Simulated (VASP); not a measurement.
# SiGe (I-4m2) in VASP: notebook, part 2 of 2

VASP 6.6.1. Earlier steps stand in the parts before.

### Step 3. Single point, r2SCAN (strain +0.1500 x Voigt [1, 1, 0, 0, 0, 0])

POSCAR

```
SiGe
1.0
    0.0000000000      3.1871814840      2.7714621600
    3.1871814840      0.0000000000      2.7714621600
    3.1871814840      3.1871814840      0.0000000000
Si Ge
1 1
Direct
    0.0000000000      0.0000000000      0.0000000000
    0.7500000000      0.7500000000      0.7500000000
```

INCAR.step1

```
  PREC = Accurate
  ENCUT = 520
  ISMEAR = 0
  SIGMA = 0.05
  LREAL = False
  LASPH = True
  NELM = 60
  NBANDS = 16
  GGA = PE
  ALGO = Normal
  EDIFF = 1E-4
  LWAVE = True
  LCHARG = False
```

INCAR.step2

```
  PREC = Accurate
  ENCUT = 520
  EDIFF = 1E-6
  ISMEAR = 0
  SIGMA = 0.05
  LREAL = False
  LASPH = True
  NELM = 60
  ALGO = Normal
  ISIF = 2
  LWAVE = False
  LCHARG = False
  METAGGA = R2SCAN
  LMIXTAU = True
  NBANDS = 16
  ISTART = 1
```

KPOINTS

```
Automatic mesh
0
Gamma
  8 8 8
```

Potentials or basis: VASP PAW PBE potentials, release 64 (Si, Ge_d).

The run is started by

```sh
$ cat potpaw_PBE.64/Si/POTCAR potpaw_PBE.64/Ge_d/POTCAR > POTCAR
$ cp INCAR.step1 INCAR
$ mpirun -np 1 vasp_std > vasp.out
$ cp INCAR.step2 INCAR
$ mpirun -np 1 vasp_std > vasp.out
```

OUTCAR:

```text
PREC = Accurate
   ENCUT = 520
   EDIFF = 1E-6
   ISMEAR = 0
   LREAL = False
   LASPH = True
   NELM = 60
   ISIF = 2
   METAGGA = R2SCAN
   ISTART = 1

 ion  position               nearest neighbor table
   1  0.000  0.000  0.000-   2 2.65   2 2.65   2 2.65   2 2.65
   2  0.750  0.750  0.750-   1 2.65   1 2.65   1 2.65   1 2.65

  LATTYP: Found a body centered tetragonal cell.
 ALAT       =     4.5073552804
 C/A-ratio  =     1.2297509238

  Lattice vectors:

 A1 = (   0.0000000000,  -3.1871814840,  -2.7714621600)
 A2 = (   0.0000000000,   3.1871814840,  -2.7714621600)
 A3 = (   3.1871814840,   0.0000000000,   2.7714621600)

Analysis of symmetry for initial positions (statically):
=====================================================================
 Subroutine PRICEL returns:
 Original cell was already a primitive cell.

 Routine SETGRP: Setting up the symmetry group for a
 body centered tetragonal supercell.

 Subroutine GETGRP returns: Found  8 space group operations
 (whereof  8 operations were pure point group operations)
 out of a pool of 16 trial point group operations.

The static configuration has the point symmetry D_2d.

Analysis of symmetry for dynamics (positions and initial velocities):
=====================================================================
 Subroutine PRICEL returns:
 Original cell was already a primitive cell.

 Routine SETGRP: Setting up the symmetry group for a
 body centered tetragonal supercell.

 Subroutine GETGRP returns: Found  8 space group operations
 (whereof  8 operations were pure point group operations)
 out of a pool of 16 trial point group operations.

The dynamic configuration has the point symmetry D_2d.

 Subroutine INISYM returns: Found  8 space group operations
 (whereof  8 operations are pure point group operations),
 and found     1 'primitive' translations

----------------------------------------------------------------------------------------

                                     Primitive cell

[... 111 lines left out ...]
  volume/ion in A,a.u.               =      28.15       189.98
  Fermi-wavevector in a.u.,A,eV,Ry     =   1.119390  2.115341 17.048567  1.253034
  Thomas-Fermi vector in A             =   2.256029
   LORBIT       =      0    0 simple, 1 ext, 2 COOP (PROOUT), +10 PAW based schemes
   METAGGA = R2SCAN    functional components
   LHFCALC =     F    Hartree Fock is set to
   AEXX    =    0.0000 exact exchange contribution
   IVDW    =     0    specifies the selected vdW correction
   LEPSILON=     F    determine dielectric tensor
   LRPA    =     F    only Hartree local field effects (RPA)
 non-spin polarized calculation
 Gauss-broadening in eV      SIGMA  =   0.05
  energy-cutoff  :      520.00
  volume of cell :       56.31
 maximum number of plane-waves:      1534
   NGX = 15   NGY = 15   NGZ = 17

 number of electron      18.0000007 magnetization

 Free energy of the ion-electron system (eV)
  ---------------------------------------------------
  ext. energy  EPLUGINS =         0.00000000
  ---------------------------------------------------
  free energy    TOTEN  =       -21.78071307 eV

  energy without entropy =      -21.78011821  energy(sigma->0) =      -21.78041564

 E-fermi :   2.8825     XC(G=0):  -9.1598

 val. band max:        2.8717883329   @ k =   0.1250   0.0000   0.0000
 cond. band min:       2.9971007117   @ k =   0.3750   0.0000   0.0000
 fundamental gap:      0.1253123788
 Fermi energy:         2.8825194771

 k-point     1 :       0.0000    0.0000    0.0000
  band No.  band energies     occupation
      1     -22.1632      2.00000
      2     -22.1632      2.00000
      3     -22.1553      2.00000
      4     -22.1487      2.00000
      5     -22.1349      2.00000
      6      -8.2697      2.00000
[... 433 lines left out ...]
      3     -22.1556      2.00000
      4     -22.1480      2.00000
      5     -22.1342      2.00000
      6      -7.1193      2.00000
[... 8 lines left out ...]
     15      11.6783      0.00000
     16      12.6252      0.00000

 [... further k-points ...]

------------------------ aborting loop because EDIFF is reached ----------------------------------------

  FORCE on cell =-STRESS in cart. coord.  units (eV):
  Direction    XX          YY          ZZ          XY          YZ          ZX
  --------------------------------------------------------------------------------------
  -------------------------------------------------------------------------------------
  Total       -5.1822930     -5.1822930     -2.3153843      0.0000000      0.0000000      0.0000000
  in kB     -147.4619623   -147.4619623    -65.8841785      0.0000000      0.0000000      0.0000000
  external PRESSURE =    -120.2693677 kB  Pullay stress =       0.0000000 kB

 VOLUME and BASIS-vectors are now :
 -----------------------------------------------------------------------------
  energy-cutoff  :      520.00
  volume of cell :       56.31
      direct lattice vectors                 reciprocal lattice vectors
     0.000000000  3.187181484  2.771462160    -0.156878421  0.156878421  0.180410185
     3.187181484  0.000000000  2.771462160     0.156878421 -0.156878421  0.180410185
     3.187181484  3.187181484  0.000000000     0.156878421  0.156878421 -0.180410185

 POSITION                                       TOTAL-FORCE (eV/Angst)
 -----------------------------------------------------------------------------------
      0.00000      0.00000      0.00000        -0.000000     -0.000000     -0.000000
      4.78077      4.78077      4.15719         0.000000      0.000000      0.000000
 -----------------------------------------------------------------------------------
    total drift:                               -0.000019     -0.000019      0.000097

  FREE ENERGIE OF THE ION-ELECTRON SYSTEM (eV)
  ---------------------------------------------------
  free  energy   TOTEN  =       -21.7807130741 eV

  energy  without entropy=      -21.7801182132  energy(sigma->0) =      -21.78041564
```

Wall time 72 s (1 thread of Intel Xeon 6975P-C (Granite Rapids), shared host); peak memory 0.22 GiB.

What came out:

| Quantity | Value |
| --- | --- |
| Free energy | -21.7807 eV |
| Pressure | -12.0 GPa |
| Band gap on the k mesh | zero (bands 9 and 10 overlap by 0.01 eV) |

Stress tensor (GPa, compression positive):
```
-14.75   0.00   0.00
  0.00 -14.75   0.00
  0.00   0.00  -6.59
```

Caveat: the cell differs from its parent crystal (strain +0.1500 x Voigt [1, 1, 0, 0, 0, 0]); the cell stands under tension; semilocal functionals underestimate gaps, so a narrow gap can read as zero; the PAW data sets were made with another functional, which shifts forces and pressure a little.
